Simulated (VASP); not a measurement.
Input of a VASP 6.6.1 run:

INCAR

```
SYSTEM = NbP
PREC = Accurate
ENCUT = 520
EDIFF = 1E-6
ISMEAR = 0
SIGMA = 0.026000000000000002
LREAL = .FALSE.
LASPH = .TRUE.
NELM = 60
ALGO = Normal
ISIF = 2
LWAVE = .FALSE.
LCHARG = .FALSE.
GGA = PE
NBANDS = 26
```

The input KPOINTS:

```
Automatic mesh
0
G
  11 11 11
  0 0 0
```

The input POSCAR:

```
NbP
1.0
   -1.6749232544      1.6749232544      5.7401081759
    1.6749232544     -1.6749232544      5.7401081759
    1.6749232544      1.6749232544     -5.7401081759
Nb P
2 2
Direct
    0.2498808000      0.7498808000      0.5000000000
    0.4998808000      0.4998808000      0.0000000000
    0.8327477700      0.3327477700      0.5000000000
    0.0827477700      0.0827477700      0.0000000000
```

Potentials or basis: VASP PAW PBE potentials, release 64 (Nb_sv, P).

Launch:

```bash
$ cat potpaw_PBE.64/Nb_sv/POTCAR potpaw_PBE.64/P/POTCAR > POTCAR
$ mpirun -np 1 vasp_std > vasp.out
```

Question: Estimate the pressure.

Answer: -1.5 GPa.

Question: Estimate the largest force.

Answer: 0.018 eV/Å.

Stress tensor (GPa, compression positive):
```
-1.33  0.00  0.00
 0.00 -1.33  0.00
 0.00  0.00 -1.74
```
